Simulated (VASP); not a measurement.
Input of a VASP 6.6.1 run:

Contents of INCAR:

```
SYSTEM = Ge2Sb2Te5
  ALGO = Normal
  EDIFF = 1E-6
  ENCUT = 520
  GGA = PE
  ISIF = 2
  ISMEAR = 0
  LASPH = .TRUE.
  LCHARG = .FALSE.
  LREAL = .FALSE.
  LWAVE = .FALSE.
  NBANDS = 44
  NELM = 80
  PREC = Accurate
  SIGMA = 0.03
```

KPOINTS

```
k-points
0
G
  12 12 2
  0 0 0
```

The input POSCAR:

```
Ge2Sb2Te5
1.0
    4.3500079310      0.0000000000      0.0000000000
   -2.1750039655      3.7672173749      0.0000000000
    0.0000000000      0.0000000000     17.3804566884
Ge Sb Te
2 2 5
Direct
    0.0000000000      0.0000000000      0.3313200918
    0.0000000000      0.0000000000      0.6686799082
    0.3333333333      0.6666666667      0.1120971408
    0.6666666667      0.3333333333      0.8879028592
    0.0000000000      0.0000000000      0.0000000000
    0.3333333333      0.6666666667      0.7914345914
    0.6666666667      0.3333333333      0.2085654086
    0.3333333333      0.6666666667      0.4096023866
    0.6666666667      0.3333333333      0.5903976134
```

Potentials or basis: VASP PAW PBE potentials, release 64 (Ge_d, Sb, Te).

The run is started by

```sh
$ cat potpaw_PBE.64/Ge_d/POTCAR potpaw_PBE.64/Sb/POTCAR potpaw_PBE.64/Te/POTCAR > POTCAR
$ mpirun -np 1 vasp_std > vasp.out
```

Problem. Predict the pressure.

Solution. -0.1 GPa.

Problem. Predict the largest force.

Solution. 0.159 eV/Å.

Problem. What does it give for the band gap on the k mesh?

Solution. 0.02 eV, indirect (least direct gap 0.10 eV).

Forces in eV/Å, atoms in the order of the input:
```
Ge   0.000  0.000 -0.044
Ge   0.000  0.000  0.044
Sb   0.000  0.000 -0.039
Sb   0.000  0.000  0.039
Te   0.000  0.000  0.000
Te   0.000  0.000 -0.121
Te   0.000  0.000  0.121
Te   0.000  0.000  0.159
Te   0.000  0.000 -0.159
```

Caveat: spin-orbit coupling is left out, which moves the levels of the heavy elements; this functional lacks dispersion, which binds the layers, so the pressure and a relaxed spacing across them are unreliable. A k mesh can miss the band edges.
